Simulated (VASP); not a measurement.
Here is a VASP 6.6.1 calculation.

The input INCAR:

```
ALGO = Normal
EDIFF = 1E-6
ENCUT = 520
GGA = CA
ISIF = 2
ISMEAR = 0
LASPH = True
LCHARG = False
LREAL = False
LWAVE = False
NBANDS = 16
NELM = 100
PREC = Accurate
SIGMA = 0.15
```

File KPOINTS:

```
k-points
0
Gamma
  16 16 16
```

The input POSCAR:

```
GaSb
1.0
   -2.5647500000      2.5647500000      1.4771000000
    2.5647500000     -2.5647500000      1.4771000000
    2.5647500000      2.5647500000     -1.4771000000
Ga Sb
1 1
Direct
    0.2500000000      0.7500000000      0.5000000000
    0.0000000000      0.0000000000      0.0000000000
```

Potentials or basis: VASP PAW LDA potentials, release 64 (Ga_d, Sb).

Launch:

```console
$ cat potpaw_LDA.64/Ga_d/POTCAR potpaw_LDA.64/Sb/POTCAR > POTCAR
$ mpirun -np 1 vasp_std > vasp.out
```

(1) Predict the pressure.

(2) Predict the band gap on the k mesh.

Results:

(1) 12.7 GPa.

(2) zero (band 9 reaches 11.38 eV, above the bottom of band 10 at 5.29 eV).

Caveat: spin-orbit coupling is left out, which moves the levels of the heavy elements.
